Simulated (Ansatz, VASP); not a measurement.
## One calculation of La2NbO5, two programs

Contents of INCAR:

```
  PREC = Accurate
  ENCUT = 600
  EDIFF = 1E-7
  ISMEAR = 0
  SIGMA = 0.15
  LREAL = F
  LASPH = T
  NELM = 100
  ALGO = Normal
  ISIF = 3
  LWAVE = F
  LCHARG = F
  GGA = PE
  IBRION = 2
  NSW = 36
  EDIFFG = -0.08
```

Contents of KPOINTS:

```
Automatic mesh
0
Gamma
  4 4 4
```

POSCAR

```
La2NbO5
1.0
   -2.0250000000      2.0250000000      7.1500000000
    2.0250000000     -2.0250000000      7.1500000000
    2.0250000000      2.0250000000     -7.1500000000
La Nb O
2 1 5
Direct
    0.3550000000      0.3550000000      0.0000000000
    0.6450000000      0.6450000000      0.0000000000
    0.0000000000      0.0000000000      0.0000000000
    0.0000000000      0.5000000000      0.5000000000
    0.5000000000      0.0000000000      0.5000000000
    0.1550000000      0.1550000000      0.0000000000
    0.8450000000      0.8450000000      0.0000000000
    0.2500000000      0.7500000000      0.5000000000
```

Input for Ansatz:

```yaml
crystal:
  lattice:
    - [-2.025, 2.025, 7.15]
    - [2.025, -2.025, 7.15]
    - [2.025, 2.025, -7.15]
  atoms:
    - { symbol: La, position: [0.355, 0.355, 0.0] }
    - { symbol: La, position: [0.645, 0.645, 0.0] }
    - { symbol: Nb, position: [0.0, 0.0, 0.0] }
    - { symbol: O, position: [0.0, 0.5, 0.5] }
    - { symbol: O, position: [0.5, 0.0, 0.5] }
    - { symbol: O, position: [0.155, 0.155, 0.0] }
    - { symbol: O, position: [0.845, 0.845, 0.0] }
    - { symbol: O, position: [0.25, 0.75, 0.5] }
basis:
  ecutwfc: 420
kpoints:
  mp_grid: { grid: [4, 4, 4] }
hamiltonian:
  xc: pbe
scf:
  occupations: { method: gaussian, width: 0.15 }
  lower_state_search: "off"
output:
  forces: true
  stress: true
  eigenvalues: true
relax:
  adjacent_minimum: "off"
  f_tol: 0.08
  max_steps: 16
  cell: { stress_tol: 0.8 }
```

Alike in both runs: task relaxation of cell and atoms; functional PBE; k mesh 4 × 4 × 4; occupations gaussian, width 0.15 eV; no spin polarisation.

|  | VASP | Ansatz |
| --- | --- | --- |
| version | VASP 6.6.1 | Ansatz 0.2.0 |
| potentials or method | VASP PAW PBE potentials, release 64 (La, Nb_sv, O), cutoff 600 eV | scalar-relativistic, plane waves, PAW |
| valence electrons in the cell | 65 | 65 |

```tsv
	VASP	Ansatz	Ansatz less VASP
gap on the k mesh at the Fermi level, each at its own relaxed structure (eV)	none	none	-
relaxed volume (Å³/atom)	14.08	14.28	+0.204
relaxed length of the cell vector where the two differ most in proportion (Å)	7.399	7.633	+0.2339
```

A gap of «none» marks a metal or a gap that the smearing closes.

The k mesh is coarse, so the values compare programs but aren't converged. Spin-orbit coupling is off throughout.
